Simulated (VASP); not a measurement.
# Be2Al (P4_2/m) in VASP: relaxation of cell and atoms with PBE

Aim: the relaxation of cell and atoms of Be2Al with PBE.

All numbers are computed with VASP 6.6.1; they aren't measurements. Logs are shortened: lines on timing, memory, paths and dates and some standing lists are left out, and cuts for length are marked.

### Step 1. The cell of the first run

Symmetry: P4_2/m, No. 84, tetragonal system. Conventional cell: a = 4.079 Å, b = 4.079 Å, c = 3.765 Å, α = 90.00°, β = 90.00°, γ = 90.00°. Within 2.2 Å of Be (site symmetry m) lie 1 Al at 1.67 Å and 1 Be at 1.70 Å. Within 2.2 Å of Al (site symmetry 2/m) lie 2 Be at 1.67 Å and 2 Al at 1.88 Å.

The cell was generated, and may not be a known phase.

### Step 2. Relaxation of cell and atoms, PBE

INCAR

```
SYSTEM = Be2Al
  PREC = Accurate
  ENCUT = 600
  EDIFF = 1E-7
  ISMEAR = 0
  SIGMA = 0.1
  LREAL = .FALSE.
  LASPH = .TRUE.
  NELM = 80
  ALGO = Normal
  ISIF = 3
  LWAVE = .FALSE.
  LCHARG = .FALSE.
  GGA = PE
  IBRION = 2
  NSW = 90
  EDIFFG = -0.04
```

KPOINTS

```
regular mesh
0
G
  4 4 4
  0 0 0
```

POSCAR

```
Be2Al
1.0
    4.0785179324      0.0000000000      0.0000000000
    0.0000000000      4.0785179324      0.0000000000
    0.0000000000      0.0000000000      3.7649541965
Be Al
4 2
Direct
    0.1250000000      0.3333333333      0.0000000000
    0.8750000000      0.6666666667      0.0000000000
    0.6666666667      0.1250000000      0.5000000000
    0.3333333333      0.8750000000      0.5000000000
    0.5000000000      0.5000000000      0.0000000000
    0.5000000000      0.5000000000      0.5000000000
```

Potentials or basis: VASP PAW PBE potentials, release 64 (Be, Al).

On the command line:

```bash
> cat potpaw_PBE.64/Be/POTCAR potpaw_PBE.64/Al/POTCAR > POTCAR
> mpirun -np 1 vasp_std > vasp.out
```

OUTCAR:

```text
SYSTEM = Be2Al
   PREC = Accurate
   ENCUT = 600
   EDIFF = 1E-7
   ISMEAR = 0
   LREAL = .FALSE.
   LASPH = .TRUE.
   NELM = 80
   ISIF = 3
   GGA = PE
   IBRION = 2
   NSW = 90
   EDIFFG = -0.04

 ion  position               nearest neighbor table
   1  0.125  0.333  0.000-   5 1.67   2 1.70   6 2.52   6 2.52   5 2.64
   2  0.875  0.667  0.000-   5 1.67   1 1.70   6 2.52   6 2.52   5 2.64
   3  0.667  0.125  0.500-   6 1.67   4 1.70   5 2.52   5 2.52   6 2.64
   4  0.333  0.875  0.500-   6 1.67   3 1.70   5 2.52   5 2.52   6 2.64
   5  0.500  0.500  0.000-   1 1.67   2 1.67   6 1.88   6 1.88   3 2.52   3 2.52   4 2.52   4 2.52
                             1 2.64   2 2.64
   6  0.500  0.500  0.500-   3 1.67   4 1.67   5 1.88   5 1.88   1 2.52   1 2.52   2 2.52   2 2.52
                             3 2.64   4 2.64

  LATTYP: Found a simple tetragonal cell.
 ALAT       =     4.0785179324
 C/A-ratio  =     0.9231182157

  Lattice vectors:

 A1 = (   4.0785179324,   0.0000000000,   0.0000000000)
 A2 = (   0.0000000000,   4.0785179324,   0.0000000000)
 A3 = (   0.0000000000,   0.0000000000,   3.7649541965)

Analysis of symmetry for initial positions (statically):
=====================================================================
 Subroutine PRICEL returns:
 Original cell was already a primitive cell.

 Routine SETGRP: Setting up the symmetry group for a
 simple tetragonal supercell.

 Subroutine GETGRP returns: Found  8 space group operations
 (whereof  4 operations were pure point group operations)
 out of a pool of 16 trial point group operations.

The static configuration has the point symmetry C_2h.
 The point group associated with its full space group is C_4h.

Analysis of symmetry for dynamics (positions and initial velocities):
=====================================================================
 Subroutine PRICEL returns:
 Original cell was already a primitive cell.

 Routine SETGRP: Setting up the symmetry group for a
 simple tetragonal supercell.

 Subroutine GETGRP returns: Found  8 space group operations
 (whereof  4 operations were pure point group operations)
 out of a pool of 16 trial point group operations.

The dynamic configuration has the point symmetry C_2h.
 The point group associated with its full space group is C_4h.

 Subroutine INISYM returns: Found  8 space group operations
 (whereof  4 operations are pure point group operations),
 and found     1 'primitive' translations

----------------------------------------------------------------------------------------

                                     Primitive cell

  volume of cell :      62.6274

  direct lattice vectors                    reciprocal lattice vectors
     4.078517932  0.000000000  0.000000000     0.245187104  0.000000000  0.000000000
     0.000000000  4.078517932  0.000000000     0.000000000  0.245187104  0.000000000
     0.000000000  0.000000000  3.764954197     0.000000000  0.000000000  0.265607481

  length of vectors
     4.078517932  4.078517932  3.764954197     0.245187104  0.245187104  0.265607481

  position of ions in fractional coordinates (direct lattice)
     0.125000000  0.333333333  0.000000000
     0.875000000  0.666666667  0.000000000
     0.666666667  0.125000000  0.500000000
     0.333333333  0.875000000  0.500000000
     0.500000000  0.500000000  0.000000000
     0.500000000  0.500000000  0.500000000

  ion indices of the primitive-cell ions
   primitive index   ion index
                 1           1
                 2           2
                 3           3
                 4           4
                 5           5
                 6           6

----------------------------------------------------------------------------------------

 KPOINTS: regular mesh

Automatic generation of k-mesh.
 Grid dimensions read from file:
 generate k-points for:    4    4    4

 Generating k-lattice:

  Cartesian coordinates                     Fractional coordinates (reciprocal lattice)
     0.061296776  0.000000000  0.000000000     0.250000000  0.000000000  0.000000000
     0.000000000  0.061296776  0.000000000     0.000000000  0.250000000  0.000000000
     0.000000000  0.000000000  0.066401870     0.000000000  0.000000000  0.250000000

  Length of vectors
     0.061296776  0.061296776  0.066401870

  Shift w.r.t. Gamma in fractional coordinates (k-lattice)
     0.000000000  0.000000000  0.000000000

 Subroutine IBZKPT returns following result:
 ===========================================

 Found     18 irreducible k-points:

 Following reciprocal coordinates:
            Coordinates               Weight
  0.000000  0.000000  0.000000      1.000000
  0.250000  0.000000  0.000000      4.000000
  0.500000  0.000000  0.000000      2.000000
  0.250000  0.250000  0.000000      4.000000
  0.500000  0.250000  0.000000      4.000000
  0.500000  0.500000  0.000000      1.000000
[... 10 lines left out ...]
  0.500000  0.250000  0.500000      4.000000
  0.500000  0.500000  0.500000      1.000000
   k-points           NKPTS =     18   k-points in BZ     NKDIM =     18   number of bands    NBANDS=     11
   number of dos      NEDOS =    301   number of ions     NIONS =      6
   total plane-waves  NPLWV =  38880
   dimension x,y,z NGX =    36 NGY =   36 NGZ =   30
   dimension x,y,z NGXF=    72 NGYF=   72 NGZF=   60
   ions per type =               4   2
   NGX,Y,Z   is equivalent  to a cutoff of  14.67, 14.67, 13.25 a.u.
   NGXF,Y,Z  is equivalent  to a cutoff of  29.35, 29.35, 26.49 a.u.
 SYSTEM =  Be2Al
   PREC   = accura    normal or accurate (medium, high low for compatibility)
   ISTART =      0    job   : 0-new  1-cont  2-samecut
   ICHARG =      2    charge: 1-file 2-atom 10-const
   ISPIN  =      1    spin polarized calculation?
   LNONCOLLINEAR =      F non collinear calculations
   LSORBIT =      F    spin-orbit coupling
   LASPH  =      T    aspherical Exc in radial PAW
   ENCUT  =  600.0 eV  44.10 Ry    6.64 a.u.   8.15  8.15  7.52*2*pi/ulx,y,z
   NELM   =     80;   NELMIN=  2; NELMDL= -5     # of ELM steps
   EDIFF  = 0.1E-06   stopping-criterion for ELM
   LREAL  =      F    real-space projection
   EDIFFG = -.4E-01   stopping-criterion for IOM
   NSW    =     90    number of steps for IOM
   IBRION =      2    ionic relax: 0-MD 1-quasi-New 2-CG
   NFREE  =      1    steps in history (QN), initial steepest desc. (CG)
   ISIF   =      3    stress and relaxation
   ISYM   =      2    0-nonsym 1-usesym 2-fastsym
   POTIM  = 0.5000    time-step for ionic-motion
   TEBEG  =    0.0;   TEEND  =   0.0 temperature during run
   PSTRESS=    0.0 pullay stress
   NELECT =      14.0000    total number of electrons
   NUPDOWN=      -1.0000    fix difference up-down
   EMIN   =  10.00;   EMAX   =-10.00  energy-range for DOS
   EFERMI =   0.00;   METHOD = LEGACY
   ISMEAR =     0;   SIGMA  =   0.10  broadening in eV -4-tet -1-fermi 0-gaus
   EFERMI_NEDOS =   21; number of points for ismear=-14 and -15
   IALGO  =     38    algorithm
   IMIX   =      4    mixing-type and parameters
     AMIX     =   0.40;   BMIX     =  1.00
     AMIX_MAG =   1.60;   BMIX_MAG =  1.00
  volume/ion in A,a.u.               =      10.44        70.44
  Fermi-wavevector in a.u.,A,eV,Ry     =   0.993564  1.877564 13.431266  0.987170
  Thomas-Fermi vector in A             =   2.125455
   LORBIT       =      0    0 simple, 1 ext, 2 COOP (PROOUT), +10 PAW based schemes
   GGA     = PE    functional components
   LHFCALC =     F    Hartree Fock is set to
   AEXX    =    0.0000 exact exchange contribution
   IVDW    =     0    specifies the selected vdW correction
   LEPSILON=     F    determine dielectric tensor
   LRPA    =     F    only Hartree local field effects (RPA)
 conjugate gradient relaxation of ions
 non-spin polarized calculation
 Gauss-broadening in eV      SIGMA  =   0.10
  energy-cutoff  :      600.00
  volume of cell :       62.63
 maximum number of plane-waves:      2116
 NGX is ok and might be reduce to    36
   NGX = 17   NGY = 17   NGZ = 15

--------------------------------------- Ionic step        1  -------------------------------------------

 number of electron      14.0000000 magnetization

 Free energy of the ion-electron system (eV)
  ---------------------------------------------------
  ext. energy  EPLUGINS =         0.00000000
  ---------------------------------------------------
  free energy    TOTEN  =        -1.49304056 eV

  energy without entropy =       -1.48361728  energy(sigma->0) =       -1.48832892

 E-fermi :   7.0694     XC(G=0): -10.2313

 val. band max:        6.9938240123   @ k =   0.2500   0.0000   0.2500
 cond. band min:       7.0826948685   @ k =   0.5000   0.0000   0.2500
 fundamental gap:      0.0888708562
 Fermi energy:         7.0693677798

 k-point     1 :       0.0000    0.0000    0.0000
  band No.  band energies     occupation
      1      -4.4685      2.00000
      2       2.7668      2.00000
      3       2.8059      2.00000
      4       2.8059      2.00000
      5       3.2894      2.00000
      6       4.4533      2.00000
      7       7.1651      0.17560
      8       8.8139      0.00000
      9      10.2638      0.00000
     10      10.2638      0.00000
     11      11.2149      0.00000
[... 349 lines left out ...]
  FREE ENERGIE OF THE ION-ELECTRON SYSTEM (eV)
  ---------------------------------------------------
  free  energy   TOTEN  =       -15.9612875624 eV

  energy  without entropy=      -15.9458829347  energy(sigma->0) =      -15.95358525

 E-fermi :   3.5243     XC(G=0):  -8.8117

 val. band max:        3.4956346234   @ k =   0.2500   0.0000   0.2500
 cond. band min:       3.6248959360   @ k =   0.2500   0.0000   0.0000
 fundamental gap:      0.1292613126
 Fermi energy:         3.5242616418

 k-point     1 :       0.0000    0.0000    0.0000
  band No.  band energies     occupation
      1      -5.3354      2.00000
      2       0.0593      2.00000
      3       0.6493      2.00000
      4       0.6493      2.00000
      5       0.8877      2.00000
      6       0.9838      2.00000
      7       3.6826      0.02517
      8       4.7036      0.00000
      9       5.4136      0.00000
     10       5.9023      0.00000
     11       7.1164      0.00000
[... 225 lines left out ...]
 k-point    18 :       0.5000    0.5000    0.5000
  band No.  band energies     occupation
      1      -2.2507      2.00000
      2      -2.2507      2.00000
      3      -0.4753      2.00000
      4      -0.4753      2.00000
      5       0.4403      2.00000
      6       0.4403      2.00000
      7       0.9787      2.00000
      8       0.9787      2.00000
      9       7.9036      0.00000
     10       7.9036      0.00000
     11       9.0300      0.00000

[... ionic steps 4 to 24 ...]

--------------------------------------- Ionic step       25  -------------------------------------------

 number of electron      14.0000000 magnetization

------------------------ aborting loop because EDIFF is reached ----------------------------------------
[... 75 lines left out ...]
--------------------------------------- Ionic step       27  -------------------------------------------

 number of electron      14.0000000 magnetization

 Free energy of the ion-electron system (eV)
  ---------------------------------------------------
  ext. energy  EPLUGINS =         0.00000000
  ---------------------------------------------------
  free energy    TOTEN  =       -17.99198359 eV

  energy without entropy =      -17.97343770  energy(sigma->0) =      -17.98271065

 E-fermi :   4.5374     XC(G=0):  -9.3003

 val. band max:        4.5031068501   @ k =   0.5000   0.0000   0.2500
 cond. band min:       4.5587606028   @ k =   0.0000   0.0000   0.2500
 fundamental gap:      0.0556537528
 Fermi energy:         4.5374026188

 k-point     1 :       0.0000    0.0000    0.0000
  band No.  band energies     occupation
      1      -4.8262      2.00000
      2       0.6516      2.00000
      3       0.7680      2.00000
      4       1.8285      2.00000
      5       2.1315      2.00000
      6       2.1315      2.00000
      7       3.8164      2.00000
      8       6.3907      0.00000
      9       6.6805      0.00000
     10       7.6668      0.00000
     11       7.6668      0.00000
[... 269 lines left out ...]
  FREE ENERGIE OF THE ION-ELECTRON SYSTEM (eV)
  ---------------------------------------------------
  free  energy   TOTEN  =       -17.9919835922 eV

  energy  without entropy=      -17.9734376999  energy(sigma->0) =      -17.98271065

 reached required accuracy - stopping structural energy minimisation
```

Run time: 2.1 min. Hardware: 1 thread of Intel Xeon 6975P-C (Granite Rapids), shared host; peak memory 0.19 GiB.

What came out:

```yaml
Free_energy: -17.9920 eV
Relaxed_volume: 14.46 Å³/atom
Relaxed_cell: a = 4.239 Å, b = 4.239 Å, c = 4.827 Å, α = 90.00°, β = 90.00°, γ = 90.00°
Space_group_after_relaxing_to_0.1_Å: P4_2/mmc (No. 131)
Energy_gained_by_relaxing: 2749.8 meV/atom
Ionic_steps: 27
Pressure_after_relaxing: 0.1 GPa
Largest_force_after_relaxing: 0.022 eV/Å
Band_gap_on_the_k_mesh: zero (bands 7 and 8 overlap by 3.81 eV)
```

Forces in eV/Å, atoms in the order of the input:
```
Be  -0.016  0.015  0.000
Be   0.016 -0.015  0.000
Be  -0.015 -0.016  0.000
Be   0.015  0.016  0.000
Al   0.000  0.000  0.000
Al   0.000  0.000  0.000
```

Step by step:
| step | energy change (eV) | largest force (eV/Å) | pressure (GPa) | volume (Å³) |
| --- | --- | --- | --- | --- |
| 1 | 0.0000 | 11.5668 | 91.10 | 62.63 |
| 2 | -13.0765 | 0.0936 | -10.67 | 133.29 |
| 3 | -14.4682 | 0.7417 | -4.57 | 103.37 |
| 4 | -14.4737 | 0.7943 | -4.11 | 102.42 |
| 5 | -14.4730 | 0.8902 | -3.30 | 100.91 |
| 6 | -15.5934 | 1.0177 | -5.10 | 98.23 |
| 7 | -15.8570 | 1.0991 | -4.57 | 96.51 |
| 8 | -16.0267 | 1.1048 | -0.25 | 92.42 |
| 9 | -16.0289 | 1.0932 | -2.10 | 93.99 |
| 10 | -16.0425 | 1.0937 | -1.50 | 93.44 |
| 11 | -16.2876 | 0.7548 | -0.55 | 90.77 |
| 12 | -16.3737 | 0.8073 | 1.23 | 87.78 |
| 13 | -16.4714 | 0.2402 | 0.28 | 88.18 |
| 14 | -16.4772 | 0.1016 | 0.42 | 88.11 |
| 15 | -16.4827 | 0.0473 | -0.29 | 88.76 |
| 16 | -16.4831 | 0.0345 | -0.56 | 89.02 |
| 17 | -16.4874 | 0.0386 | -0.34 | 88.37 |
| 18 | -16.4885 | 0.2364 | 0.49 | 86.49 |
| 19 | -16.4907 | 0.1259 | -0.05 | 87.57 |
| 20 | -16.4911 | 0.1698 | 0.14 | 87.16 |
| 21 | -16.4926 | 0.1686 | 0.20 | 86.90 |
| 22 | -16.4932 | 0.1674 | 0.27 | 86.67 |
| 23 | -16.4950 | 0.1314 | 0.15 | 86.78 |
| 24 | -16.4976 | 0.0596 | -0.19 | 87.11 |
| 25 | -16.4977 | 0.0603 | -0.23 | 87.15 |
| 26 | -16.4982 | 0.0489 | -0.15 | 87.03 |
| 27 | -16.4989 | 0.0219 | 0.05 | 86.74 |

Final structure:
```
Be Al
1.0
     4.23906    0.00000    0.00000
     0.00000    4.23906    0.00000
     0.00000    0.00000    4.82708
Be Al
4 2
Cartesian
  0.0029 1.0368 0.0000
  4.2362 3.2022 0.0000
  3.2022 0.0029 2.4135
  1.0368 4.2362 2.4135
  2.1195 2.1195 0.0000
  2.1195 2.1195 2.4135
```

Caveat: the k points lie up to 0.37 Å⁻¹ apart in the final cell, too coarse for converged energies and pressures of a metal; the volume moved by over 15 % at a fixed basis, so the end points are rough.

The gap in the log of VASP goes by the Fermi energy; the results here count the filled bands.